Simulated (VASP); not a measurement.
# Sb3H in VASP: further runs

Runs on Sb3H. Level: PBEsol. Tasks: single point, relaxation of the atoms.

All numbers are computed with VASP 6.6.1; they aren't measurements. Logs are shortened: lines on timing, memory, paths and dates and some standing lists are left out, and cuts for length are marked.

### Step 1. The cell of the first run

The cell holds a slab with vacuum, 4 atoms: a = 3.062 Å, b = 3.062 Å, c = 25.123 Å, α = 90.00°, β = 90.00°, γ = 90.00°.

### Step 2. Single point, PBEsol

INCAR

```
SYSTEM = Sb3H
ALGO = Normal
DIPOL = 0.5 0.5 0.509
EDIFF = 1E-7
ENCUT = 520
GGA = PS
IDIPOL = 3
ISIF = 2
ISMEAR = 0
LASPH = .TRUE.
LCHARG = .FALSE.
LDIPOL = .TRUE.
LREAL = .FALSE.
LWAVE = .FALSE.
NBANDS = 16
NELM = 80
PREC = Accurate
SIGMA = 0.1
```

KPOINTS

```
k-points
0
G
  9 9 1
  0 0 0
```

POSCAR

```
Sb3H
1.0
    3.0617437800      0.0000000000      0.0000000000
    0.0000000000      3.0617437800      0.0000000000
    0.0000000000      0.0000000000     25.1234875600
Sb H
3 1
Direct
    0.0000000000      0.0000000000      0.3383288240
    0.0000000000      0.0000000000      0.4528501211
    0.0000000000      0.0000000000      0.5883677768
    0.0000000000      0.0000000000      0.6573953929
```

Potentials or basis: VASP PAW PBE potentials, release 64 (Sb, H).

Run with:

```
> cat potpaw_PBE.64/Sb/POTCAR potpaw_PBE.64/H/POTCAR > POTCAR
> mpirun -np 1 vasp_std > vasp.out
```

OUTCAR:

```text
SYSTEM = Sb3H
   EDIFF = 1E-7
   ENCUT = 520
   GGA = PS
   ISIF = 2
   ISMEAR = 0
   LASPH = .TRUE.
   LREAL = .FALSE.
   NELM = 80
   PREC = Accurate

 ion  position               nearest neighbor table
   1  0.000  0.000  0.338-   2 2.88
   2  0.000  0.000  0.453-   1 2.88   3 3.40
   3  0.000  0.000  0.588-   4 1.73   2 3.40
   4  0.000  0.000  0.657-   3 1.73

  LATTYP: Found a simple tetragonal cell.
 ALAT       =     3.0617437800
 C/A-ratio  =     8.2056139786

  Lattice vectors:

 A1 = (   3.0617437800,   0.0000000000,   0.0000000000)
 A2 = (   0.0000000000,   3.0617437800,   0.0000000000)
 A3 = (   0.0000000000,   0.0000000000,  25.1234875600)

Analysis of symmetry for initial positions (statically):
=====================================================================
 Subroutine PRICEL returns:
 Original cell was already a primitive cell.

 Routine SETGRP: Setting up the symmetry group for a
 simple tetragonal supercell.

 Subroutine GETGRP returns: Found  8 space group operations
 (whereof  8 operations were pure point group operations)
 out of a pool of 16 trial point group operations.

The static configuration has the point symmetry C_4v.

Analysis of symmetry for dynamics (positions and initial velocities):
=====================================================================
 Subroutine PRICEL returns:
 Original cell was already a primitive cell.

 Routine SETGRP: Setting up the symmetry group for a
 simple tetragonal supercell.

 Subroutine GETGRP returns: Found  8 space group operations
 (whereof  8 operations were pure point group operations)
 out of a pool of 16 trial point group operations.

The dynamic configuration has the point symmetry C_4v.

 Subroutine INISYM returns: Found  8 space group operations
 (whereof  8 operations are pure point group operations),
 and found     1 'primitive' translations

----------------------------------------------------------------------------------------

                                     Primitive cell

  volume of cell :     235.5145

  direct lattice vectors                    reciprocal lattice vectors
     3.061743780  0.000000000  0.000000000     0.326611262  0.000000000  0.000000000
     0.000000000  3.061743780  0.000000000     0.000000000  0.326611262  0.000000000
     0.000000000  0.000000000 25.123487560     0.000000000  0.000000000  0.039803391

  length of vectors
     3.061743780  3.061743780 25.123487560     0.326611262  0.326611262  0.039803391
[... 84 lines left out ...]
   TEBEG  =    0.0;   TEEND  =   0.0 temperature during run
   PSTRESS=    0.0 pullay stress
   NELECT =      16.0000    total number of electrons
   NUPDOWN=      -1.0000    fix difference up-down
   EMIN   =  10.00;   EMAX   =-10.00  energy-range for DOS
   EFERMI =   0.00;   METHOD = LEGACY
   ISMEAR =     0;   SIGMA  =   0.10  broadening in eV -4-tet -1-fermi 0-gaus
   EFERMI_NEDOS =   21; number of points for ismear=-14 and -15
   IALGO  =     38    algorithm
   IMIX   =      4    mixing-type and parameters
     AMIX     =   0.40;   BMIX     =  1.00
     AMIX_MAG =   1.60;   BMIX_MAG =  1.00
  volume/ion in A,a.u.               =      58.88       397.33
  Fermi-wavevector in a.u.,A,eV,Ry     =   0.667999  1.262335  6.071223  0.446222
  Thomas-Fermi vector in A             =   1.742777
   LORBIT       =      0    0 simple, 1 ext, 2 COOP (PROOUT), +10 PAW based schemes
   GGA     = PS    functional components
   LHFCALC =     F    Hartree Fock is set to
   AEXX    =    0.0000 exact exchange contribution
   IVDW    =     0    specifies the selected vdW correction
   LEPSILON=     F    determine dielectric tensor
   LRPA    =     F    only Hartree local field effects (RPA)
 non-spin polarized calculation
 Gauss-broadening in eV      SIGMA  =   0.10
  energy-cutoff  :      520.00
  volume of cell :      235.51
 maximum number of plane-waves:      6378
 NGX is ok and might be reduce to    24
   NGX = 11   NGY = 11   NGZ = 93

 dipolmoment           0.000000      0.000000     -0.107745 electrons x Angstroem

 number of electron      16.0000000 magnetization

 dipolmoment           0.000000      0.000000      0.016584 electrons x Angstroem

 Free energy of the ion-electron system (eV)
  ---------------------------------------------------
  ext. energy  EPLUGINS =         0.00000000
  ---------------------------------------------------
  free energy    TOTEN  =       -16.03957202 eV

  energy without entropy =      -16.03296292  energy(sigma->0) =      -16.03626747

 E-fermi :   0.1070     XC(G=0):  -4.3540

 val. band max:        0.0161682959   @ k =   0.3333   0.3333   0.0000
 cond. band min:       0.1241632441   @ k =   0.1111   0.1111   0.0000
 fundamental gap:      0.1079949482
 Fermi energy:         0.1070268637

 k-point     1 :       0.0000    0.0000    0.0000
  band No.  band energies     occupation
      1     -12.4764      2.00000
      2     -11.7253      2.00000
      3     -10.5925      2.00000
      4      -5.4945      2.00000
      5      -3.8437      2.00000
      6      -0.2128      1.99999
[... 262 lines left out ...]
      3      -5.4336      2.00000
      4      -3.3471      2.00000
      5      -3.2248      2.00000
      6      -2.6392      2.00000
[... 8 lines left out ...]
     15       4.5497      0.00000
     16       5.3558      0.00000

------------------------ aborting loop because EDIFF is reached ----------------------------------------

 vacuum level on the upper side and lower side of the slab       (xc-potential included)         0.090        -0.172

  FORCE on cell =-STRESS in cart. coord.  units (eV):
  Direction    XX          YY          ZZ          XY          YZ          ZX
  --------------------------------------------------------------------------------------
  -------------------------------------------------------------------------------------
  Total        0.3206301      0.3206301      0.1966890      0.0000000      0.0000000      0.0000000
  in kB        2.1812088      2.1812088      1.3380524      0.0000000      0.0000000      0.0000000
  external PRESSURE =       1.9001567 kB  Pullay stress =       0.0000000 kB

 VOLUME and BASIS-vectors are now :
 -----------------------------------------------------------------------------
  energy-cutoff  :      520.00
  volume of cell :      235.51
      direct lattice vectors                 reciprocal lattice vectors
     3.061743780  0.000000000  0.000000000     0.326611262  0.000000000  0.000000000
     0.000000000  3.061743780  0.000000000     0.000000000  0.326611262  0.000000000
     0.000000000  0.000000000 25.123487560     0.000000000  0.000000000  0.039803391

 POSITION                                       TOTAL-FORCE (eV/Angst)
 -----------------------------------------------------------------------------------
      0.00000      0.00000      8.50000         0.000000      0.000000     -0.030994
      0.00000      0.00000     11.37717         0.000000     -0.000000      0.055386
      0.00000      0.00000     14.78185         0.000000     -0.000000     -0.141148
      0.00000      0.00000     16.51606         0.000000     -0.000000      0.116757
 -----------------------------------------------------------------------------------
    total drift:                                0.000000      0.000000     -0.000029

  FREE ENERGIE OF THE ION-ELECTRON SYSTEM (eV)
  ---------------------------------------------------
  free  energy   TOTEN  =       -16.0395720175 eV

  energy  without entropy=      -16.0329629171  energy(sigma->0) =      -16.03626747

 vacuum level on the upper side and lower side of the slab         4.530         4.211
```

OSZICAR:

```text
N       E                     dE             d eps       ncg     rms          rms(c)
DAV:   1     0.849282935546E+02    0.84928E+02   -0.45686E+03   480   0.702E+02
DAV:   2    -0.863366809575E+01   -0.93562E+02   -0.83852E+02   688   0.125E+02
DAV:   3    -0.160694210526E+02   -0.74358E+01   -0.72504E+01   632   0.406E+01
[... 18 lines left out ...]
DAV:  22    -0.160395638047E+02   -0.50268E-05   -0.19056E-07   512   0.146E-03    0.854E-04
DAV:  23    -0.160395689904E+02   -0.51857E-05   -0.23307E-07   496   0.119E-03    0.761E-04
DAV:  24    -0.160395707017E+02   -0.17113E-05   -0.64581E-08   480   0.732E-04    0.430E-04
DAV:  25    -0.160395719256E+02   -0.12239E-05   -0.75690E-08   472   0.636E-04    0.818E-04
DAV:  26    -0.160395720175E+02   -0.91944E-07   -0.47973E-09   488   0.297E-04
   1 F= -.16039572E+02 E0= -.16036267E+02  d E =-.660910E-02
```

stdout:

```text
POSCAR found type information on POSCAR SbH
 POSCAR found :  2 types and       4 ions
 scaLAPACK will be used
 -----------------------------------------------------------------------------
|                                                                             |
|                                                                             |
|     You enforced a specific xc type in the INCAR file but a different       |
|     I HOPE YOU KNOW WHAT YOU ARE DOING!                                     |
|                                                                             |
 -----------------------------------------------------------------------------

 LDA part: xc-table for (Slater+PW92), standard interpolation
 POSCAR, INCAR and KPOINTS ok, starting setup
 FFT: planning ... GRIDC
 FFT: planning ... GRID_SOFT
 FFT: planning ... GRID
 WAVECAR not read
 entering main loop
```

It took 61 s on 1 thread of Intel Xeon Platinum 8488C (Sapphire Rapids), shared host; peak memory 0.35 GiB.

What came out:

```
Free energy            : -16.0396 eV
Largest force          : 0.141 eV/Å
Band gap on the k mesh : zero (bands 8 and 9 overlap by 5.46 eV)
```

Forces in eV/Å, atoms in the order of the input:
```
Sb   0.000  0.000 -0.031
Sb   0.000  0.000  0.055
Sb   0.000  0.000 -0.141
H    0.000  0.000  0.117
```

Caveat: the PAW data sets were made with another functional, which shifts forces and pressure a little; spin-orbit coupling is left out, which moves the levels of the heavy elements.

### Step 3. Single point, PBEsol

INCAR

```
PREC = Accurate ; ENCUT = 520
EDIFF = 1E-7 ; ISMEAR = 0
SIGMA = 0.1 ; LREAL = F
LASPH = T ; NELM = 100
ALGO = Normal ; ISIF = 2
LWAVE = F ; LCHARG = F
LDIPOL = T ; IDIPOL = 3
DIPOL = 0.5 0.5 0.484 ; GGA = PS
NBANDS = 16
```

KPOINTS

```
Automatic mesh
0
Gamma
  9 9 1
```

POSCAR

```
Sb3H
1.0
    3.0617437800      0.0000000000      0.0000000000
    0.0000000000      3.0617437800      0.0000000000
    0.0000000000      0.0000000000     25.1234875600
Sb H
3 1
Direct
    0.0000000000      0.0000000000      0.3383288240
    0.0000000000      0.0000000000      0.4563357621
    0.0000000000      0.0000000000      0.5768918995
    0.5000000000      0.5000000000      0.5625463408
```

Potentials or basis: VASP PAW PBE potentials, release 64 (Sb, H).

Run with:

```
> cat potpaw_PBE.64/Sb/POTCAR potpaw_PBE.64/H/POTCAR > POTCAR
> mpirun -np 1 vasp_std > vasp.out
```

Wall time 72 s (1 thread of Intel Xeon Platinum 8488C (Sapphire Rapids), shared host); peak memory 0.35 GiB.

Results (log left out):

| Property | Result |
| --- | --- |
| Free energy | -15.4175 eV |
| Largest force | 0.018 eV/Å |
| Band gap on the k mesh | zero (bands 8 and 9 overlap by 5.09 eV) |

Forces in eV/Å, atoms in the order of the input:
```
Sb   0.000  0.000 -0.017
Sb   0.000  0.000  0.006
Sb   0.000  0.000  0.018
H    0.000  0.000 -0.007
```

Levels at points of the mesh, in eV from the Fermi level:
| k point | band 4 | band 5 | band 6 | band 7 | band 8 | band 9 | band 10 | band 11 | band 12 | band 13 |
| --- | --- | --- | --- | --- | --- | --- | --- | --- | --- | --- |
| (0.00, 0.00, 0.00) | -5.00 | -2.67 | 0.21 | 2.61 | 3.19 | 3.19 | 3.76 | 4.02 | 4.02 | 4.25 |

Caveat: the PAW data sets were made with another functional, which shifts forces and pressure a little; spin-orbit coupling is left out, which moves the levels of the heavy elements.

### Step 4. Relaxation of the atoms, PBEsol

INCAR

```
  PREC = Accurate
  ENCUT = 520
  EDIFF = 1E-6
  ISMEAR = 0
  SIGMA = 0.1
  LREAL = F
  LASPH = T
  NELM = 80
  ALGO = Normal
  ISIF = 2
  LWAVE = F
  LCHARG = F
  LDIPOL = T
  IDIPOL = 3
  DIPOL = 0.5 0.5 0.502
  GGA = PS
  IBRION = 2
  NSW = 90
  EDIFFG = -0.03
```

KPOINTS

```
regular mesh
0
Gamma
  9 9 1
```

POSCAR

```
Sb3H
1.0
    3.0617437800      0.0000000000      0.0000000000
    0.0000000000      3.0617437800      0.0000000000
    0.0000000000      0.0000000000     25.1234875600
Sb H
3 1
Selective dynamics
Direct
    0.0000000000      0.0000000000      0.3383288240  F F F
    0.0000000000      0.0000000000      0.4559479729  T T T
    0.0000000000      0.0000000000      0.5735446942  T T T
    0.0000000000      0.0000000000      0.6412104590  T T T
```

Run with:

```
> cat potpaw_PBE.64/Sb/POTCAR potpaw_PBE.64/H/POTCAR > POTCAR
> mpirun -np 1 vasp_std > vasp.out
```

It took 6.8 min on 1 thread of Intel Xeon Platinum 8488C (Sapphire Rapids), shared host; peak memory 0.34 GiB.

It converged, with:

```yaml
Free_energy: -16.0405 eV
Energy_gained_by_relaxing: 38.6 meV/atom
Ionic_steps: 21
Band_gap_on_the_k_mesh: zero (bands 8 and 9 overlap by 5.49 eV)
```

Step by step:
```
step  energy change (eV)  largest force on free atoms (eV/Å)  pressure (GPa)
   1              0.0000                              1.0451            0.67
   2             -0.0620                              0.6909            0.56
   3             -0.0962                              0.6553            0.52
   4             -0.1121                              0.2221            0.82
   5             -0.1122                              0.1824            0.79
   6             -0.1146                              0.1545            0.77
   7             -0.1209                              0.1327            0.70
   8             -0.1296                              0.2235            0.58
   9             -0.1330                              0.4196            0.37
  10             -0.1338                              0.4073            0.36
  11             -0.1362                              0.3710            0.36
  12             -0.1404                              0.3252            0.34
  13             -0.1461                              0.2839            0.31
  14             -0.1465                              0.1701            0.26
  15             -0.1481                              0.2260            0.28
  16             -0.1490                              0.2089            0.26
  17             -0.1514                              0.1566            0.20
  18             -0.1541                              0.0418            0.10
  19             -0.1544                              0.0426            0.06
  20             -0.1544                              0.0426            0.06
  21             -0.1544                              0.0229            0.08
```

Final structure:
```xyz
4
Lattice="3.0617 0.0000 0.0000 0.0000 3.0617 0.0000 0.0000 0.0000 25.1235" Properties=species:S:1:pos:R:3 pbc="T T T"
Sb    0.0000    0.0000    8.5000
Sb    0.0000    0.0000   11.3909
Sb    0.0000    0.0000   14.7791
H     0.0000    0.0000   16.5230
```

Levels at points of the mesh, in eV from the Fermi level:
| k point | band 5 | band 6 | band 7 | band 8 | band 9 | band 10 | band 11 | band 12 |
| --- | --- | --- | --- | --- | --- | --- | --- | --- |
| (0.00, 0.00, 0.00) | -3.92 | -0.33 | 2.38 | 3.54 | 3.54 | 3.88 | 4.37 | 4.37 |

Caveat: the PAW data sets were made with another functional, which shifts forces and pressure a little; spin-orbit coupling is left out, which moves the levels of the heavy elements.

### Step 5. The runs side by side

```csv
task,cell,atoms held fixed (from 0),gap on the mesh (eV),largest force (eV/Å)
single point,"as given, atomic positions A",-,none,0.14
single point,"as given, atomic positions B",-,none,0.02
relaxation of the atoms,"atoms relaxed, atomic positions C",[0],none,-
```

Alike in all rows: level PBEsol; potentials or basis VASP PAW PBE potentials, release 64 (Sb, H); no spin polarisation; k mesh 9 × 9 × 1; cutoff (eV) 520; smearing gaussian 0.1 eV.

Caveats: the PAW data sets were made with another functional, which shifts forces and pressure a little; spin-orbit coupling is left out, which moves the levels of the heavy elements.

Absolute energies hang on the potentials; compare differences alone.

The gap in the log of VASP goes by the Fermi energy; the results here count the filled bands.